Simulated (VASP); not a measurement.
# Li (Im-3m) in VASP: settings compared

Aim: see how the results for Li move with the level of theory and the settings. Levels: revPBE, r2SCAN+D3(BJ), r2SCAN. Tasks: single point.

All numbers are computed with VASP 6.6.1; they aren't measurements. Logs are shortened: lines on timing, memory, paths and dates and some standing lists are left out, and cuts for length are marked.

## Step 1: The cell of the first run

It takes space group Im-3m (No. 229, cubic). The conventional cell has a = 3.578 Å, b = 3.578 Å, c = 3.578 Å, α = 90.00°, β = 90.00°, γ = 90.00°. Li (site symmetry m-3m) has 14 Li at 3.10 to 3.58 Å within 4.1 Å.

## Step 2: Single point, revPBE

Input file INCAR:

```
SYSTEM = Li
  ALGO = Normal
  EDIFF = 1E-6
  ENCUT = 520
  GGA = RE
  ISIF = 2
  ISMEAR = -1
  LASPH = .TRUE.
  LCHARG = .FALSE.
  LREAL = .FALSE.
  LWAVE = .FALSE.
  NBANDS = 8
  NELM = 80
  PREC = Accurate
  SIGMA = 0.05
```

Input file KPOINTS:

```
k-points
0
G
  11 11 11
  0 0 0
```

Input file POSCAR:

```
Li
1.0
   -1.7890636389      1.7890636389      1.7890636389
    1.7890636389     -1.7890636389      1.7890636389
    1.7890636389      1.7890636389     -1.7890636389
Li
1
Direct
    0.0000000000      0.0000000000      0.0000000000
```

Potentials or basis: VASP PAW PBE potentials, release 64 (Li_sv).

Command:

```console
cat potpaw_PBE.64/Li_sv/POTCAR > POTCAR
mpirun -np 1 vasp_std > vasp.out
```

OUTCAR:

```text
SYSTEM = Li
   EDIFF = 1E-6
   ENCUT = 520
   GGA = RE
   ISIF = 2
   ISMEAR = -1
   LASPH = .TRUE.
   LREAL = .FALSE.
   NELM = 80
   PREC = Accurate

 ion  position               nearest neighbor table
   1  0.000  0.000  0.000-

  LATTYP: Found a body centered cubic cell.
 ALAT       =     3.5781272778

  Lattice vectors:

 A1 = (  -1.7890636389,   1.7890636389,   1.7890636389)
 A2 = (   1.7890636389,  -1.7890636389,   1.7890636389)
 A3 = (   1.7890636389,   1.7890636389,  -1.7890636389)

Analysis of symmetry for initial positions (statically):
=====================================================================
 Subroutine PRICEL returns:
 Original cell was already a primitive cell.

 Routine SETGRP: Setting up the symmetry group for a
 body centered cubic supercell.

 Subroutine GETGRP returns: Found 48 space group operations
 (whereof 48 operations were pure point group operations)
 out of a pool of 48 trial point group operations.

The static configuration has the point symmetry O_h .

Analysis of symmetry for dynamics (positions and initial velocities):
=====================================================================
 Subroutine PRICEL returns:
 Original cell was already a primitive cell.

 Routine SETGRP: Setting up the symmetry group for a
 body centered cubic supercell.

 Subroutine GETGRP returns: Found 48 space group operations
 (whereof 48 operations were pure point group operations)
 out of a pool of 48 trial point group operations.

The dynamic configuration has the point symmetry O_h .

 Subroutine INISYM returns: Found 48 space group operations
 (whereof 48 operations are pure point group operations),
 and found     1 'primitive' translations

----------------------------------------------------------------------------------------

                                     Primitive cell

  volume of cell :      22.9054

  direct lattice vectors                    reciprocal lattice vectors
    -1.789063639  1.789063639  1.789063639     0.000000000  0.279475805  0.279475805
     1.789063639 -1.789063639  1.789063639     0.279475805  0.000000000  0.279475805
     1.789063639  1.789063639 -1.789063639     0.279475805  0.279475805  0.000000000

  length of vectors
     3.098749121  3.098749121  3.098749121     0.395238473  0.395238473  0.395238473

  position of ions in fractional coordinates (direct lattice)
     0.000000000  0.000000000  0.000000000

  ion indices of the primitive-cell ions
   primitive index   ion index
                 1           1

----------------------------------------------------------------------------------------

 KPOINTS: k-points

Automatic generation of k-mesh.
 Grid dimensions read from file:
 generate k-points for:   11   11   11

 Generating k-lattice:

  Cartesian coordinates                     Fractional coordinates (reciprocal lattice)
     0.000000000  0.025406891  0.025406891     0.090909091  0.000000000  0.000000000
     0.025406891  0.000000000  0.025406891     0.000000000  0.090909091  0.000000000
     0.025406891  0.025406891  0.000000000     0.000000000  0.000000000  0.090909091

  Length of vectors
     0.035930770  0.035930770  0.035930770

  Shift w.r.t. Gamma in fractional coordinates (k-lattice)
     0.000000000  0.000000000  0.000000000

 Subroutine IBZKPT returns following result:
 ===========================================

 Found     56 irreducible k-points:

 Following reciprocal coordinates:
            Coordinates               Weight
  0.000000  0.000000  0.000000      1.000000
  0.090909  0.000000  0.000000     12.000000
  0.181818  0.000000  0.000000     12.000000
  0.272727  0.000000  0.000000     12.000000
  0.363636  0.000000  0.000000     12.000000
  0.454545  0.000000  0.000000     12.000000
[... 16 lines left out ...]
  0.272727  0.181818  0.090909     48.000000
  0.363636  0.181818  0.090909     24.000000
 [... further k-points ...]
   k-points           NKPTS =     56   k-points in BZ     NKDIM =     56   number of bands    NBANDS=      8
   number of dos      NEDOS =    301   number of ions     NIONS =      1
   total plane-waves  NPLWV =  13824
   dimension x,y,z NGX =    24 NGY =   24 NGZ =   24
   dimension x,y,z NGXF=    48 NGYF=   48 NGZF=   48
   ions per type =               1
   NGX,Y,Z   is equivalent  to a cutoff of  12.88, 12.88, 12.88 a.u.
   NGXF,Y,Z  is equivalent  to a cutoff of  25.75, 25.75, 25.75 a.u.
 SYSTEM =  Li
   PREC   = accura    normal or accurate (medium, high low for compatibility)
   ISTART =      0    job   : 0-new  1-cont  2-samecut
   ICHARG =      2    charge: 1-file 2-atom 10-const
   ISPIN  =      1    spin polarized calculation?
   LNONCOLLINEAR =      F non collinear calculations
   LSORBIT =      F    spin-orbit coupling
   LASPH  =      T    aspherical Exc in radial PAW
   ENCUT  =  520.0 eV  38.22 Ry    6.18 a.u.   5.76  5.76  5.76*2*pi/ulx,y,z
   NELM   =     80;   NELMIN=  2; NELMDL= -5     # of ELM steps
   EDIFF  = 0.1E-05   stopping-criterion for ELM
   LREAL  =      F    real-space projection
   EDIFFG = 0.1E-04   stopping-criterion for IOM
   NSW    =      0    number of steps for IOM
   IBRION =     -1    ionic relax: 0-MD 1-quasi-New 2-CG
   NFREE  =      0    steps in history (QN), initial steepest desc. (CG)
   ISIF   =      2    stress and relaxation
   ISYM   =      2    0-nonsym 1-usesym 2-fastsym
   POTIM  = 0.5000    time-step for ionic-motion
   TEBEG  =    0.0;   TEEND  =   0.0 temperature during run
   PSTRESS=    0.0 pullay stress
   NELECT =       3.0000    total number of electrons
   NUPDOWN=      -1.0000    fix difference up-down
   EMIN   =  10.00;   EMAX   =-10.00  energy-range for DOS
   EFERMI =   0.00;   METHOD = LEGACY
   ISMEAR =    -1;   SIGMA  =   0.05  broadening in eV -4-tet -1-fermi 0-gaus
   EFERMI_NEDOS =   21; number of points for ismear=-14 and -15
   IALGO  =     38    algorithm
   IMIX   =      4    mixing-type and parameters
     AMIX     =   0.40;   BMIX     =  1.00
     AMIX_MAG =   1.60;   BMIX_MAG =  1.00
  volume/ion in A,a.u.               =      22.91       154.57
  Fermi-wavevector in a.u.,A,eV,Ry     =   0.831386  1.571092  9.404387  0.691203
  Thomas-Fermi vector in A             =   1.944264
   LORBIT       =      0    0 simple, 1 ext, 2 COOP (PROOUT), +10 PAW based schemes
   GGA     = RE    functional components
   LHFCALC =     F    Hartree Fock is set to
   AEXX    =    0.0000 exact exchange contribution
   IVDW    =     0    specifies the selected vdW correction
   LEPSILON=     F    determine dielectric tensor
   LRPA    =     F    only Hartree local field effects (RPA)
 non-spin polarized calculation
  energy-cutoff  :      520.00
  volume of cell :       22.91
 maximum number of plane-waves:       629
   NGX = 11   NGY = 11   NGZ = 11

 number of electron       3.0000006 magnetization

 Free energy of the ion-electron system (eV)
  ---------------------------------------------------
  ext. energy  EPLUGINS =         0.00000000
  ---------------------------------------------------
  free energy    TOTEN  =        -1.80884924 eV

  energy without entropy =       -1.80518681  energy(sigma->0) =       -1.80701803

 E-fermi :   0.3916     XC(G=0):  -6.6783

 val. band max:        0.3485483181   @ k =  -0.3636   0.4545   0.0909
 cond. band min:       0.4062037172   @ k =   0.4545   0.0000   0.0000
 fundamental gap:      0.0576553991
 Fermi energy:         0.3915961640

 k-point     1 :       0.0000    0.0000    0.0000
  band No.  band energies     occupation
      1     -46.5264      2.00000
      2      -3.0446      2.00000
      3      13.9600      0.00000
      4      13.9600      0.00000
      5      13.9601      0.00000
      6      18.2713      0.00000
      7      18.2713      0.00000
      8      18.2713      0.00000

 k-point     2 :       0.0909    0.0000    0.0000
  band No.  band energies     occupation
      1     -46.5255      2.00000
      2      -2.8942      2.00000
      3      12.9349      0.00000
      4      13.2846      0.00000
      5      13.7039      0.00000
      6      16.6822      0.00000
      7      16.8425      0.00000
      8      18.2702      0.00000

 k-point     3 :       0.1818    0.0000    0.0000
  band No.  band energies     occupation
      1     -46.5231      2.00000
      2      -2.4436      2.00000
      3      10.4268      0.00000
      4      12.1249      0.00000
      5      13.0464      0.00000
      6      15.3287      0.00000
      7      15.9049      0.00000
      8      18.1627      0.00000

 k-point     4 :       0.2727    0.0000    0.0000
  band No.  band energies     occupation
      1     -46.5198      2.00000
      2      -1.6958      2.00000
      3       7.7413      0.00000
      4      11.1190      0.00000
      5      12.3007      0.00000
      6      14.1765      0.00000
      7      15.7657      0.00000
      8      18.7688      0.00000

 k-point     5 :       0.3636    0.0000    0.0000
  band No.  band energies     occupation
      1     -46.5169      2.00000
      2      -0.6794      2.00000
      3       5.3568      0.00000
      4      10.4170      0.00000
      5      11.7177      0.00000
      6      13.4054      0.00000
      7      15.8676      0.00000
      8      19.8393      0.00000
[... 177 lines left out ...]
 k-point    22 :       0.1818    0.1818    0.0909
  band No.  band energies     occupation
      1     -46.5167      2.00000
      2      -0.4975      2.00000
      3       6.4903      0.00000
      4       7.5787      0.00000
      5       9.3797      0.00000
      6      17.9718      0.00000
      7      18.1564      0.00000
      8      20.8609      0.00000

 k-point    23 :       0.2727    0.1818    0.0909
  band No.  band energies     occupation
      1     -46.5150      2.00000
      2       0.6565      0.00996
      3       4.5774      0.00000
      4       6.8127      0.00000
      5       8.9964      0.00000
      6      18.3421      0.00000
      7      18.9120      0.00000
      8      21.6751      0.00000

 k-point    24 :       0.3636    0.1818    0.0909
  band No.  band energies     occupation
      1     -46.5144      2.00000
      2       1.5587      0.00000
      3       3.3682      0.00000
      4       6.6032      0.00000
      5       8.8693      0.00000
      6      18.3783      0.00000
      7      19.2874      0.00000
      8      22.4009      0.00000

 [... further k-points ...]
[... 5 lines left out ...]
  --------------------------------------------------------------------------------------
  -------------------------------------------------------------------------------------
  Total       -0.1392951     -0.1392951     -0.1392951      0.0000000     -0.0000000     -0.0000000
  in kB       -9.7433677     -9.7433677     -9.7433677      0.0000000     -0.0000000     -0.0000000
  external PRESSURE =      -9.7433677 kB  Pullay stress =       0.0000000 kB

 VOLUME and BASIS-vectors are now :
 -----------------------------------------------------------------------------
  energy-cutoff  :      520.00
  volume of cell :       22.91
      direct lattice vectors                 reciprocal lattice vectors
    -1.789063639  1.789063639  1.789063639     0.000000000  0.279475805  0.279475805
     1.789063639 -1.789063639  1.789063639     0.279475805  0.000000000  0.279475805
     1.789063639  1.789063639 -1.789063639     0.279475805  0.279475805  0.000000000

 POSITION                                       TOTAL-FORCE (eV/Angst)
 -----------------------------------------------------------------------------------
      0.00000      0.00000      0.00000        -0.000000     -0.000000     -0.000000
 -----------------------------------------------------------------------------------
    total drift:                               -0.000000      0.000000     -0.000000

  FREE ENERGIE OF THE ION-ELECTRON SYSTEM (eV)
  ---------------------------------------------------
  free  energy   TOTEN  =        -1.8088492435 eV

  energy  without entropy=       -1.8051868087  energy(sigma->0) =       -1.80701803
```

Run time: 4.8 s. Hardware: 1 thread of Intel Xeon Platinum 8375C at 2.90GHz (Ice Lake), shared host; peak memory 0.12 GiB.

Results:

| Quantity | Value |
| --- | --- |
| Free energy | -1.8088 eV |

Caveat: the cutoff is under 1.25 times the usual one of these potentials, so pressure, stress and relaxed cells hold a basis-set (Pulay) error; the PAW data sets were made with another functional, which shifts forces and pressure a little.

## Step 3: Single point, r2SCAN+D3(BJ)

This run uses another cell than the first one, of 20.31 Å³/atom, 0.887 times its volume.

Input file POSCAR:

```
Li
1.0
   -1.7188307657      1.7188307657      1.7188307657
    1.7188307657     -1.7188307657      1.7188307657
    1.7188307657      1.7188307657     -1.7188307657
Li
1
Direct
    0.0000000000      0.0000000000      0.0000000000
```

Input file INCAR.step1:

```
SYSTEM = Li
PREC = Accurate ; ENCUT = 520
ISMEAR = -1 ; SIGMA = 0.05
LREAL = .FALSE. ; LASPH = .TRUE.
NELM = 80 ; NBANDS = 8
GGA = PE ; ALGO = Normal
EDIFF = 1E-4 ; LWAVE = .TRUE.
LCHARG = .FALSE.
```

Input file INCAR.step2:

```
SYSTEM = Li
PREC = Accurate ; ENCUT = 520
EDIFF = 1E-6 ; ISMEAR = -1
SIGMA = 0.05 ; LREAL = .FALSE.
LASPH = .TRUE. ; NELM = 80
ALGO = Normal ; ISIF = 2
LWAVE = .FALSE. ; LCHARG = .FALSE.
METAGGA = R2SCAN ; LMIXTAU = .TRUE.
IVDW = 12 ; VDW_S6 = 1.0
VDW_S8 = 0.78981345 ; VDW_A1 = 0.49484001
VDW_A2 = 5.73083694 ; NBANDS = 8
ISTART = 1
```

Input file KPOINTS:

```
Automatic mesh
0
G
  11 11 11
  0 0 0
```

Potentials or basis: VASP PAW PBE potentials, release 64 (Li_sv).

Command:

```console
cat potpaw_PBE.64/Li_sv/POTCAR > POTCAR
cp INCAR.step1 INCAR
mpirun -np 1 vasp_std > vasp.out
cp INCAR.step2 INCAR
mpirun -np 1 vasp_std > vasp.out
```

Wall time 21 s (1 thread of Intel Xeon Platinum 8375C at 2.90GHz (Ice Lake), shared host); peak memory 0.14 GiB.

Results (log left out):

```
Free energy                : -2.4647 eV
Dispersion energy per atom : -0.080 eV
```

Levels at points of the mesh, in eV from the Fermi level:
```tsv
k point	band 1	band 2	band 3	band 4	band 5	band 6	band 7
(0.00, 0.00, 0.00)	-48.08	-3.89	16.26	16.26	16.26	20.50	20.50
```

Caveat: the cutoff is under 1.25 times the usual one of these potentials, so pressure, stress and relaxed cells hold a basis-set (Pulay) error; the PAW data sets were made with another functional, which shifts forces and pressure a little; pairwise dispersion overbinds metals, which lowers pressure and volume.

(Part 1 of 2 ends here.)
